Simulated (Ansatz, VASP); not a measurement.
**Two plane-wave programs on Au**

The input POSCAR:

```
Au
1.0
    0.0000000000      2.0213418704      2.0213418704
    2.0213418704      0.0000000000      2.0213418704
    2.0213418704      2.0213418704      0.0000000000
Au
1
Direct
    0.0000000000      0.0000000000      0.0000000000
```

File INCAR.step1:

```
SYSTEM = Au
PREC     = Accurate       ! precision mode
ENCUT    = 520            ! plane-wave cutoff, eV
EDIFF    = 1E-5           ! SCF threshold, eV
ISMEAR   = -1             ! smearing method
SIGMA    = 0.05           ! smearing width, eV
LREAL    = .False.        ! projectors in reciprocal space
LASPH    = .True.         ! aspherical terms in the spheres
NELM     = 80             ! most SCF steps
ALGO     = Normal         ! electronic algorithm
ISIF     = 2              ! what is computed and relaxed
LWAVE    = .True.         ! write WAVECAR
LCHARG   = .False.        ! write CHGCAR
GGA      = PE             ! functional
NBANDS   = 12             ! bands
```

INCAR.step2

```
SYSTEM = Au
PREC     = Accurate       ! precision mode
ENCUT    = 520            ! plane-wave cutoff, eV
EDIFF    = 1E-7           ! SCF threshold, eV
ISMEAR   = -1             ! smearing method
SIGMA    = 0.05           ! smearing width, eV
LREAL    = .False.        ! projectors in reciprocal space
LASPH    = .True.         ! aspherical terms in the spheres
NELM     = 80             ! most SCF steps
ALGO     = Normal         ! electronic algorithm
ISIF     = 2              ! what is computed and relaxed
LWAVE    = .False.        ! write WAVECAR
LCHARG   = .False.        ! write CHGCAR
METAGGA  = R2SCAN         ! meta-GGA
LHFCALC  = .True.         ! exact exchange
AEXX     = 0.25           ! exact-exchange fraction
LMIXTAU  = .True.       
PRECFOCK = Normal       
ISTART   = 1            
NBANDS   = 12             ! bands
```

Contents of KPOINTS:

```
Automatic mesh
0
Gamma
  6 6 6
  0 0 0
```

File input.yaml:

```yaml
crystal:
  lattice:
    - [0.0, 2.0213418704, 2.0213418704]
    - [2.0213418704, 0.0, 2.0213418704]
    - [2.0213418704, 2.0213418704, 0.0]
  atoms:
    - { symbol: Au, position: [0.0, 0.0, 0.0] }
hamiltonian:
  xc: r2scan0
  pseudopotentials: { kind: paw }
kpoints:
  mp_grid: { grid: [6, 6, 6] }
scf:
  occupations: { method: fermi_dirac, width: 0.05 }
output:
  forces: true
  stress: true
  eigenvalues: true
```

Alike in both runs: task single point; functional r2SCAN0; k mesh 6 × 6 × 6; occupations fermi-dirac, width 0.05 eV; no spin polarisation.

```csv
,VASP,Ansatz
version,VASP 6.6.1,Ansatz 0.2.0
potentials or method,"VASP PAW PBE potentials, release 64 (Au)",Ansatz PAW
plane-wave cutoff (eV),520,500
valence electrons in the cell,11,19
```

```csv
,VASP,Ansatz,Ansatz less VASP
gap on the k mesh at the Fermi level (eV),none,none,-
pressure (GPa),11.2,11.0,-0.17
```

VASP's potentials were made for PBE, not for r2SCAN0. A gap of «none» marks a metal or a gap that the smearing closes. VASP's potentials hold 11 valence electrons a cell and Ansatz's 19, so a difference there can come from the potentials and not from the codes.

The k mesh is coarse, so the values compare programs but aren't converged. Neither program's run includes spin-orbit coupling.
